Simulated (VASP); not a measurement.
Runs of VASP 6.6.1 on In4SbAs3. The structure is that of space group P-43m (No. 215), or close to it. The cells are those of the table. 

```tsv
task	level	cell	cutoff (eV)	gap on the mesh (eV)	pressure (GPa)	largest force (eV/Å)
single point	PBE	a = 6.225 Å, 8 atoms	520	none	(a)	-
single point	r2SCAN	a = 6.225 Å, 8 atoms	520	none	0.0	0.01
relaxation of cell and atoms	PBE	relaxed from a = 6.067 Å, 8 atoms	600	none	0.0	-
single point	PBE	a = 6.301 Å, 8 atoms	520	none	0.1	0.01
```

Alike in all rows: potentials or basis VASP PAW PBE potentials, release 64 (As, In_d, Sb); no spin polarisation; k mesh 4 × 4 × 4; smearing fermi-dirac 0.02 eV.

Fill in the values left out.

(a) 1.8.

Caveats: spin-orbit coupling is left out, which moves the levels of the heavy elements; the PAW data sets were made with another functional, which shifts forces and pressure a little (some runs).

A k mesh can miss the band edges, and the runs leave out spin-orbit coupling on As, In, Sb.

A gap of «none» marks levels without a gap at the run's occupations.
